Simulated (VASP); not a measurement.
Be4InCu: single point with PBE

Be4InCu:

```
Be In Cu
1.0
     0.00000    3.08188    3.08188
     3.08188    0.00000    3.08188
     3.08188    3.08188    0.00000
Be In Cu
4 1 1
Direct
  0.37630 0.37630 0.37630
  0.87110 0.37630 0.37630
  0.37630 0.37630 0.87110
  0.37630 0.87110 0.37630
  0.00000 0.00000 0.00000
  0.75000 0.75000 0.75000
```

```json
{
 "Program": "VASP 6.6.1",
 "Task": "single point",
 "Functional": "PBE",
 "Potentials or basis": "VASP PAW PBE potentials, release 64 (Be, In_d, Cu)",
 "Cutoff": "520 eV",
 "k mesh": "6 × 6 × 6",
 "Occupations": "methfessel-paxton, width 0.15 eV",
 "Spin": "no spin polarisation",
 "Dipole correction": "no",
 "Further INCAR settings": "ALGO = Normal; EDIFF = 1e-06; NBANDS = 25"
}
```

| Item | Value |
| --- | --- |
| Pressure | 15.8 GPa |
| Largest force | 0.029 eV/Å |
| Band gap on the k mesh | zero (bands 16 and 17 overlap by 1.22 eV) |

Forces in eV/Å, atoms in the order of the input:
```
Be   0.017  0.017  0.017
Be   0.017 -0.017 -0.017
Be  -0.017 -0.017  0.017
Be  -0.017  0.017 -0.017
In   0.000  0.000  0.000
Cu   0.000  0.000  0.000
```

Levels at points of the mesh, in eV from the Fermi level:
```csv
k point,band 13,band 14,band 15,band 16,band 17,band 18,band 19,band 20
"(0.00, 0.00, 0.00)",-1.85,-1.85,-1.85,0.80,0.94,0.94,0.94,2.09
"(0.50, 0.00, 0.00)",-3.84,-2.96,-2.96,-0.42,-0.42,0.60,4.19,4.32
"(0.50, 0.50, 0.00)",-4.37,-4.37,-3.47,-2.82,4.63,4.63,4.71,4.94
```

Run time: 48 s on 1 thread of Intel(R) Xeon(R) Platinum 8259CL CPU @ 2.50GHz (Skylake/Cascade Lake) (shared host), peak memory 0.19 GiB.

Caveat: the cell stands under pressure; spin-orbit coupling is left out, which moves the levels of the heavy elements.
